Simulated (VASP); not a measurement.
# Be2Cd2S (P4mm) in VASP: notebook, part 2 of 2

VASP 6.6.1. The steps go on from the part before.

### 3 Single point, PBE

This run uses another cell than the first one, of 22.30 Å³/atom.

INCAR reads:

```
SYSTEM = Be2Cd2S
ALGO = Normal
EDIFF = 1E-6
ENCUT = 520
GGA = PE
ISIF = 2
ISMEAR = 0
LASPH = .TRUE.
LCHARG = .FALSE.
LREAL = .FALSE.
LWAVE = .FALSE.
NBANDS = 25
NELM = 80
PREC = Accurate
SIGMA = 0.1
```

KPOINTS reads:

```
k-points
0
G
  10 10 6
  0 0 0
```

POSCAR reads:

```
Be2Cd2S
1.0
    3.7504414809      0.0000000000      0.0000000000
    0.0000000000      3.7504414809      0.0000000000
    0.0000000000      0.0000000000      7.9274203460
Be Cd S
2 2 1
Direct
    0.5000000000      0.0000000000      0.7499792592
    0.0000000000      0.5000000000      0.7499792592
    0.5000000000      0.0000000000      0.0855694816
    0.0000000000      0.5000000000      0.0855694816
    0.0000000000      0.0000000000      0.6090939686
```

Potentials or basis: VASP PAW PBE potentials, release 64 (Be, Cd, S).

Started as:

```sh
$ cat potpaw_PBE.64/Be/POTCAR potpaw_PBE.64/Cd/POTCAR potpaw_PBE.64/S/POTCAR > POTCAR
$ mpirun -np 1 vasp_std > vasp.out
```

OUTCAR:

```text
SYSTEM = Be2Cd2S
   EDIFF = 1E-6
   ENCUT = 520
   GGA = PE
   ISIF = 2
   ISMEAR = 0
   LASPH = .TRUE.
   LREAL = .FALSE.
   NELM = 80
   PREC = Accurate

 ion  position               nearest neighbor table
   1  0.500  0.000  0.750-   5 2.18   5 2.18   3 2.66
   2  0.000  0.500  0.750-   5 2.18   5 2.18   4 2.66
   3  0.500  0.000  0.086-   4 2.65   4 2.65   4 2.65   4 2.65   1 2.66
   4  0.000  0.500  0.086-   3 2.65   3 2.65   3 2.65   3 2.65   2 2.66
   5  0.000  0.000  0.609-   1 2.18   2 2.18   2 2.18   1 2.18

  LATTYP: Found a simple tetragonal cell.
 ALAT       =     3.7504414809
 C/A-ratio  =     2.1137299132

  Lattice vectors:

 A1 = (   3.7504414809,   0.0000000000,   0.0000000000)
 A2 = (   0.0000000000,   3.7504414809,   0.0000000000)
 A3 = (   0.0000000000,   0.0000000000,   7.9274203460)

Analysis of symmetry for initial positions (statically):
=====================================================================
 Subroutine PRICEL returns:
 Original cell was already a primitive cell.

 Routine SETGRP: Setting up the symmetry group for a
 simple tetragonal supercell.

 Subroutine GETGRP returns: Found  8 space group operations
 (whereof  8 operations were pure point group operations)
 out of a pool of 16 trial point group operations.

The static configuration has the point symmetry C_4v.

Analysis of symmetry for dynamics (positions and initial velocities):
=====================================================================
 Subroutine PRICEL returns:
 Original cell was already a primitive cell.

 Routine SETGRP: Setting up the symmetry group for a
 simple tetragonal supercell.

 Subroutine GETGRP returns: Found  8 space group operations
 (whereof  8 operations were pure point group operations)
 out of a pool of 16 trial point group operations.

The dynamic configuration has the point symmetry C_4v.

 Subroutine INISYM returns: Found  8 space group operations
 (whereof  8 operations are pure point group operations),
 and found     1 'primitive' translations

----------------------------------------------------------------------------------------

                                     Primitive cell

  volume of cell :     111.5056

  direct lattice vectors                    reciprocal lattice vectors
     3.750441481  0.000000000  0.000000000     0.266635276  0.000000000  0.000000000
     0.000000000  3.750441481  0.000000000     0.000000000  0.266635276  0.000000000
     0.000000000  0.000000000  7.927420346     0.000000000  0.000000000  0.126144440

  length of vectors
     3.750441481  3.750441481  7.927420346     0.266635276  0.266635276  0.126144440

  position of ions in fractional coordinates (direct lattice)
     0.500000000  0.000000000  0.749979259
     0.000000000  0.500000000  0.749979259
     0.500000000  0.000000000  0.085569482
     0.000000000  0.500000000  0.085569482
     0.000000000  0.000000000  0.609093969

  ion indices of the primitive-cell ions
   primitive index   ion index
                 1           1
                 2           2
                 3           3
                 4           4
                 5           5

----------------------------------------------------------------------------------------

 KPOINTS: k-points

Automatic generation of k-mesh.
 Grid dimensions read from file:
 generate k-points for:   10   10    6

 Generating k-lattice:

  Cartesian coordinates                     Fractional coordinates (reciprocal lattice)
     0.026663528  0.000000000  0.000000000     0.100000000  0.000000000  0.000000000
     0.000000000  0.026663528  0.000000000     0.000000000  0.100000000  0.000000000
     0.000000000  0.000000000  0.021024073     0.000000000  0.000000000  0.166666667

  Length of vectors
     0.026663528  0.026663528  0.021024073

  Shift w.r.t. Gamma in fractional coordinates (k-lattice)
     0.000000000  0.000000000  0.000000000

 Subroutine IBZKPT returns following result:
 ===========================================

 Found     84 irreducible k-points:

 Following reciprocal coordinates:
            Coordinates               Weight
  0.000000  0.000000  0.000000      1.000000
  0.100000  0.000000  0.000000      4.000000
  0.200000  0.000000  0.000000      4.000000
  0.300000  0.000000  0.000000      4.000000
  0.400000  0.000000  0.000000      4.000000
  0.500000  0.000000  0.000000      2.000000
[... 16 lines left out ...]
  0.100000  0.000000  0.166667      8.000000
  0.200000  0.000000  0.166667      8.000000
 [... further k-points ...]
   k-points           NKPTS =     84   k-points in BZ     NKDIM =     84   number of bands    NBANDS=     25
   number of dos      NEDOS =    301   number of ions     NIONS =      5
   total plane-waves  NPLWV =  47040
   dimension x,y,z NGX =    28 NGY =   28 NGZ =   60
   dimension x,y,z NGXF=    56 NGYF=   56 NGZF=  120
   ions per type =               2   2   1
   NGX,Y,Z   is equivalent  to a cutoff of  12.41, 12.41, 12.58 a.u.
   NGXF,Y,Z  is equivalent  to a cutoff of  24.82, 24.82, 25.17 a.u.
 SYSTEM =  Be2Cd2S
   PREC   = accura    normal or accurate (medium, high low for compatibility)
   ISTART =      0    job   : 0-new  1-cont  2-samecut
   ICHARG =      2    charge: 1-file 2-atom 10-const
   ISPIN  =      1    spin polarized calculation?
   LNONCOLLINEAR =      F non collinear calculations
   LSORBIT =      F    spin-orbit coupling
   LASPH  =      T    aspherical Exc in radial PAW
   ENCUT  =  520.0 eV  38.22 Ry    6.18 a.u.   6.97  6.97 14.74*2*pi/ulx,y,z
   NELM   =     80;   NELMIN=  2; NELMDL= -5     # of ELM steps
   EDIFF  = 0.1E-05   stopping-criterion for ELM
   LREAL  =      F    real-space projection
[... 7 lines left out ...]
   TEBEG  =    0.0;   TEEND  =   0.0 temperature during run
   PSTRESS=    0.0 pullay stress
   NELECT =      34.0000    total number of electrons
   NUPDOWN=      -1.0000    fix difference up-down
   EMIN   =  10.00;   EMAX   =-10.00  energy-range for DOS
   EFERMI =   0.00;   METHOD = LEGACY
   ISMEAR =     0;   SIGMA  =   0.10  broadening in eV -4-tet -1-fermi 0-gaus
   EFERMI_NEDOS =   21; number of points for ismear=-14 and -15
   IALGO  =     38    algorithm
   IMIX   =      4    mixing-type and parameters
     AMIX     =   0.40;   BMIX     =  1.00
     AMIX_MAG =   1.60;   BMIX_MAG =  1.00
  volume/ion in A,a.u.               =      22.30       150.50
  Fermi-wavevector in a.u.,A,eV,Ry     =   1.101883  2.082257 16.519468  1.214147
  Thomas-Fermi vector in A             =   2.238317
   LORBIT       =      0    0 simple, 1 ext, 2 COOP (PROOUT), +10 PAW based schemes
   GGA     = PE    functional components
   LHFCALC =     F    Hartree Fock is set to
   AEXX    =    0.0000 exact exchange contribution
   IVDW    =     0    specifies the selected vdW correction
   LEPSILON=     F    determine dielectric tensor
   LRPA    =     F    only Hartree local field effects (RPA)
 non-spin polarized calculation
 Gauss-broadening in eV      SIGMA  =   0.10
  energy-cutoff  :      520.00
  volume of cell :      111.51
 maximum number of plane-waves:      3026
 NGX is ok and might be reduce to    28
   NGX = 13   NGY = 13   NGZ = 29

 number of electron      33.9999995 magnetization

 Free energy of the ion-electron system (eV)
  ---------------------------------------------------
  ext. energy  EPLUGINS =         0.00000000
  ---------------------------------------------------
  free energy    TOTEN  =       -11.89307534 eV

  energy without entropy =      -11.88570685  energy(sigma->0) =      -11.88939109

 E-fermi :   2.2670     XC(G=0):  -8.7223

 val. band max:        2.2663940108   @ k =   0.2000   0.1000   0.3333
 cond. band min:       2.3278240267   @ k =   0.2000   0.1000   0.1667
 fundamental gap:      0.0614300159
 Fermi energy:         2.2670434596

 k-point     1 :       0.0000    0.0000    0.0000
  band No.  band energies     occupation
      1     -12.3810      2.00000
      2      -8.3598      2.00000
      3      -8.0459      2.00000
      4      -7.8322      2.00000
      5      -7.0934      2.00000
      6      -7.0934      2.00000
[... 17 lines left out ...]
     24       6.6133      0.00000
     25       9.0727      0.00000
[... 621 lines left out ...]
      3      -7.8172      2.00000
      4      -7.5967      2.00000
      5      -7.0528      2.00000
      6      -7.0050      2.00000
[... 17 lines left out ...]
     24       7.0817      0.00000
     25       8.4013      0.00000

 [... further k-points ...]

------------------------ aborting loop because EDIFF is reached ----------------------------------------

  FORCE on cell =-STRESS in cart. coord.  units (eV):
  Direction    XX          YY          ZZ          XY          YZ          ZX
  --------------------------------------------------------------------------------------
  -------------------------------------------------------------------------------------
  Total        0.2312813      0.2312813      0.0295766      0.0000000      0.0000000      0.0000000
  in kB        3.3231837      3.3231837      0.4249740      0.0000000      0.0000000      0.0000000
  external PRESSURE =       2.3571138 kB  Pullay stress =       0.0000000 kB

 VOLUME and BASIS-vectors are now :
 -----------------------------------------------------------------------------
  energy-cutoff  :      520.00
  volume of cell :      111.51
      direct lattice vectors                 reciprocal lattice vectors
     3.750441481  0.000000000  0.000000000     0.266635276  0.000000000  0.000000000
     0.000000000  3.750441481  0.000000000     0.000000000  0.266635276  0.000000000
     0.000000000  0.000000000  7.927420346     0.000000000  0.000000000  0.126144440

 POSITION                                       TOTAL-FORCE (eV/Angst)
 -----------------------------------------------------------------------------------
      1.87522      0.00000      5.94540         0.000000      0.000000     -0.002677
      0.00000      1.87522      5.94540         0.000000      0.000000     -0.002677
      1.87522      0.00000      0.67835         0.000000      0.000000      0.004983
      0.00000      1.87522      0.67835        -0.000000     -0.000000      0.004983
      0.00000      0.00000      4.82854         0.000000      0.000000     -0.004611
 -----------------------------------------------------------------------------------
    total drift:                                0.000000      0.000000      0.000232

  FREE ENERGIE OF THE ION-ELECTRON SYSTEM (eV)
  ---------------------------------------------------
  free  energy   TOTEN  =       -11.8930753383 eV

  energy  without entropy=      -11.8857068507  energy(sigma->0) =      -11.88939109
```

OSZICAR:

```text
N       E                     dE             d eps       ncg     rms          rms(c)
DAV:   1     0.204618394321E+03    0.20462E+03   -0.15898E+04  4200   0.121E+03
DAV:   2    -0.241602820193E+01   -0.20703E+03   -0.19800E+03  4737   0.301E+02
DAV:   3    -0.124008569812E+02   -0.99848E+01   -0.99022E+01  5352   0.665E+01
DAV:   4    -0.125145461792E+02   -0.11369E+00   -0.11358E+00  4774   0.636E+00
DAV:   5    -0.125166035029E+02   -0.20573E-02   -0.20571E-02  5407   0.820E-01    0.881E+00
DAV:   6    -0.118995650899E+02    0.61704E+00   -0.19068E+00  5402   0.115E+01    0.600E+00
DAV:   7    -0.118940328777E+02    0.55322E-02   -0.34763E-01  4876   0.256E+00    0.290E+00
DAV:   8    -0.118925946339E+02    0.14382E-02   -0.23780E-02  4817   0.104E+00    0.325E-01
DAV:   9    -0.118927460511E+02   -0.15142E-03   -0.23233E-03  4904   0.326E-01    0.134E-01
DAV:  10    -0.118929817358E+02   -0.23568E-03   -0.30579E-04  4663   0.890E-02    0.490E-02
DAV:  11    -0.118930644878E+02   -0.82752E-04   -0.12431E-04  4605   0.526E-02    0.223E-02
DAV:  12    -0.118930676112E+02   -0.31234E-05   -0.57200E-06  5065   0.104E-02    0.150E-02
DAV:  13    -0.118930749685E+02   -0.73573E-05   -0.11881E-05  4375   0.135E-02    0.544E-03
DAV:  14    -0.118930753383E+02   -0.36983E-06   -0.71853E-07  3856   0.359E-03
   1 F= -.11893075E+02 E0= -.11889391E+02  d E =-.736849E-02
```

stdout:

```text
POSCAR found type information on POSCAR BeCdS
 POSCAR found :  3 types and       5 ions
 scaLAPACK will be used
 LDA part: xc-table for (Slater+PW92), standard interpolation
 POSCAR, INCAR and KPOINTS ok, starting setup
 FFT: planning ... GRIDC
 FFT: planning ... GRID_SOFT
 FFT: planning ... GRID
 WAVECAR not read
 entering main loop
```

Wall time 6 min (1 thread of Intel Xeon 8259CL, shared host); peak memory 0.35 GiB.

Results:

| Item | Value |
| --- | --- |
| Free energy | -11.8931 eV |
| Pressure | 0.2 GPa |
| Largest force | 0.005 eV/Å |
| Band gap on the k mesh | zero (bands 17 and 18 overlap by 2.57 eV) |

Forces on the atoms (eV/Å):
```
Be   0.000  0.000 -0.003
Be   0.000  0.000 -0.003
Cd   0.000  0.000  0.005
Cd   0.000  0.000  0.005
S    0.000  0.000 -0.005
```

### 4 Single point, PBE

This run uses another cell than the first one, of 17.86 Å³/atom.

INCAR reads:

```
SYSTEM = Be2Cd2S
PREC = Accurate
ENCUT = 520
EDIFF = 1E-6
ISMEAR = 0
SIGMA = 0.1
LREAL = .FALSE.
LASPH = .TRUE.
NELM = 80
ALGO = Normal
ISIF = 2
LWAVE = .FALSE.
LCHARG = .FALSE.
GGA = PE
NBANDS = 25
```

KPOINTS reads:

```
Automatic mesh
0
G
  12 12 6
  0 0 0
```

POSCAR reads:

```
Be2Cd2S
1.0
    3.3791993199      0.0000000000      0.0000000000
    0.0000000000      3.3791993199      0.0000000000
    0.0000000000      0.0000000000      7.8189483343
Be Cd S
2 2 1
Direct
    0.5000000000      0.0000000000      0.7452206876
    0.0000000000      0.5000000000      0.7452206876
    0.5000000000      0.5000000000      0.9917833725
    0.0000000000      0.0000000000      0.2151152836
    0.0000000000      0.0000000000      0.5834069717
```

Potentials or basis: VASP PAW PBE potentials, release 64 (Be, Cd, S).

Started as:

```sh
$ cat potpaw_PBE.64/Be/POTCAR potpaw_PBE.64/Cd/POTCAR potpaw_PBE.64/S/POTCAR > POTCAR
$ mpirun -np 1 vasp_std > vasp.out
```

OUTCAR:

```text
SYSTEM = Be2Cd2S
   PREC = Accurate
   ENCUT = 520
   EDIFF = 1E-6
   ISMEAR = 0
   LREAL = .FALSE.
   LASPH = .TRUE.
   NELM = 80
   ISIF = 2
   GGA = PE

 ion  position               nearest neighbor table
   1  0.500  0.000  0.745-   5 2.11   5 2.11   3 2.56   3 2.56
   2  0.000  0.500  0.745-   5 2.11   5 2.11   3 2.56   3 2.56
   3  0.500  0.500  0.992-   1 2.56   2 2.56   1 2.56   2 2.56   4 2.96   4 2.96   4 2.96   4 2.96

   4  0.000  0.000  0.215-   5 2.88   3 2.96   3 2.96   3 2.96   3 2.96
   5  0.000  0.000  0.583-   1 2.11   2 2.11   2 2.11   1 2.11   4 2.88

  LATTYP: Found a simple tetragonal cell.
 ALAT       =     3.3791993199
 C/A-ratio  =     2.3138464453

  Lattice vectors:

 A1 = (   3.3791993199,   0.0000000000,   0.0000000000)
 A2 = (   0.0000000000,   3.3791993199,   0.0000000000)
 A3 = (   0.0000000000,   0.0000000000,   7.8189483343)

Analysis of symmetry for initial positions (statically):
=====================================================================
 Subroutine PRICEL returns:
 Original cell was already a primitive cell.

 Routine SETGRP: Setting up the symmetry group for a
[... 176 lines left out ...]

 val. band max:        4.0431975471   @ k =   0.0833   0.0000   0.0000
 cond. band min:       4.0774097931   @ k =   0.3333   0.3333   0.1667
 fundamental gap:      0.0342122460
 Fermi energy:         4.0773754586

 k-point     1 :       0.0000    0.0000    0.0000
  band No.  band energies     occupation
      1     -11.7423      2.00000
      2      -5.8709      2.00000
      3      -5.7380      2.00000
      4      -5.4443      2.00000
      5      -5.4443      2.00000
      6      -5.2035      2.00000
[... 661 lines left out ...]
     24       9.2602      0.00000
     25      10.1585      0.00000

 [... further k-points ...]

------------------------ aborting loop because EDIFF is reached ----------------------------------------

  FORCE on cell =-STRESS in cart. coord.  units (eV):
  Direction    XX          YY          ZZ          XY          YZ          ZX
  --------------------------------------------------------------------------------------
  -------------------------------------------------------------------------------------
  Total        0.0755772      0.0755772      0.1094133      0.0000000      0.0000000      0.0000000
  in kB        1.3562055      1.3562055      1.9633814      0.0000000      0.0000000      0.0000000
  external PRESSURE =       1.5585974 kB  Pullay stress =       0.0000000 kB

 VOLUME and BASIS-vectors are now :
 -----------------------------------------------------------------------------
  energy-cutoff  :      520.00
  volume of cell :       89.28
      direct lattice vectors                 reciprocal lattice vectors
     3.379199320  0.000000000  0.000000000     0.295928090  0.000000000  0.000000000
     0.000000000  3.379199320  0.000000000     0.000000000  0.295928090  0.000000000
     0.000000000  0.000000000  7.818948334     0.000000000  0.000000000  0.127894438

 POSITION                                       TOTAL-FORCE (eV/Angst)
 -----------------------------------------------------------------------------------
      1.68960      0.00000      5.82684         0.000000     -0.000000     -0.005322
      0.00000      1.68960      5.82684         0.000000     -0.000000     -0.005322
      1.68960      1.68960      7.75470         0.000000      0.000000     -0.008419
      0.00000      0.00000      1.68198        -0.000000     -0.000000      0.010418
      0.00000      0.00000      4.56163         0.000000     -0.000000      0.008646
 -----------------------------------------------------------------------------------
    total drift:                               -0.000000     -0.000000      0.000838

  FREE ENERGIE OF THE ION-ELECTRON SYSTEM (eV)
  ---------------------------------------------------
  free  energy   TOTEN  =       -13.5048096868 eV

  energy  without entropy=      -13.5002571734  energy(sigma->0) =      -13.50253343
```

OSZICAR:

```text
N       E                     dE             d eps       ncg     rms          rms(c)
DAV:   1     0.215623456562E+03    0.21562E+03   -0.16489E+04  5600   0.126E+03
DAV:   2    -0.476034292055E+01   -0.22038E+03   -0.21037E+03  6226   0.316E+02
DAV:   3    -0.146945682050E+02   -0.99342E+01   -0.98464E+01  7071   0.688E+01
DAV:   4    -0.147937362777E+02   -0.99168E-01   -0.99065E-01  6439   0.624E+00
DAV:   5    -0.147951310065E+02   -0.13947E-02   -0.13945E-02  7132   0.740E-01    0.108E+01
DAV:   6    -0.134913584921E+02    0.13038E+01   -0.41113E+00  6515   0.187E+01    0.653E+00
DAV:   7    -0.135062276450E+02   -0.14869E-01   -0.67619E-01  6671   0.567E+00    0.344E+00
DAV:   8    -0.135053983097E+02    0.82934E-03   -0.55804E-02  6554   0.210E+00    0.642E-01
DAV:   9    -0.135045627549E+02    0.83555E-03   -0.49738E-03  6679   0.580E-01    0.180E-01
DAV:  10    -0.135046746117E+02   -0.11186E-03   -0.10132E-03  6476   0.171E-01    0.912E-02
DAV:  11    -0.135047572838E+02   -0.82672E-04   -0.14768E-04  6455   0.718E-02    0.400E-02
DAV:  12    -0.135047989374E+02   -0.41654E-04   -0.51895E-05  6119   0.363E-02    0.107E-02
DAV:  13    -0.135048093782E+02   -0.10441E-04   -0.11376E-05  6361   0.211E-02    0.802E-03
DAV:  14    -0.135048096868E+02   -0.30860E-06   -0.12000E-06  5262   0.645E-03
   1 F= -.13504810E+02 E0= -.13502533E+02  d E =-.455251E-02
```

Run time: 8.1 min. Hardware: 1 thread of Intel Xeon 8259CL, shared host; peak memory 0.37 GiB.

Results:

```yaml
Free_energy: -13.5048 eV
Pressure: 0.2 GPa
Largest_force: 0.010 eV/Å
Band_gap_on_the_k_mesh: zero (bands 17 and 18 overlap by 2.47 eV)
```

Forces on the atoms (eV/Å):
```
Be   0.000  0.000 -0.005
Be   0.000  0.000 -0.005
Cd   0.000  0.000 -0.008
Cd   0.000  0.000  0.010
S    0.000  0.000  0.009
```

Levels at points of the mesh, in eV from the Fermi level:
```
           k point  band 14  band 15  band 16  band 17  band 18  band 19  band 20  band 21
(0.00, 0.00, 0.00)    -4.54    -4.54    -2.77    -0.15     1.72     2.50     2.64     2.64
(0.50, 0.00, 0.00)    -4.53    -4.19    -3.80    -2.52     0.81     2.50     2.94     3.38
(0.50, 0.50, 0.00)    -5.69    -4.23    -1.53    -1.53     0.30     1.00     1.29     1.29
(0.00, 0.00, 0.50)    -4.93    -4.53    -4.53     1.37     1.97     2.46     2.46     2.50
(0.50, 0.00, 0.50)    -4.82    -3.80    -3.37    -1.85    -1.10     1.91     2.94     3.31
(0.50, 0.50, 0.50)    -5.66    -4.23    -1.77    -1.77     0.80     0.83     2.02     2.25
```

### 5 The runs side by side

| task | cell | k mesh | cutoff (eV) | gap on the mesh (eV) | pressure (GPa) | largest force (eV/Å) |
| --- | --- | --- | --- | --- | --- | --- |
| relaxation of cell and atoms | relaxed from a = 3.380, b = 3.380, c = 7.861 Å, 5 atoms, atomic positions A | 12 × 12 × 6 | 600 | none | 0.0 | 0.01 |
| single point | a = 3.750, b = 3.750, c = 7.927 Å, 5 atoms, atomic positions B | 10 × 10 × 6 | 520 | none | 0.2 | - |
| single point | a = 3.379, b = 3.379, c = 7.819 Å, 5 atoms, atomic positions C | 12 × 12 × 6 | 520 | none | 0.2 | 0.01 |

Alike in all rows: level PBE; potentials or basis VASP PAW PBE potentials, release 64 (Be, Cd, S); no spin polarisation; smearing gaussian 0.1 eV.

Total energies depend on the potentials used, so only differences within one code and one set of settings carry meaning.

The gap in the log of VASP goes by the Fermi energy; the results here count the filled bands.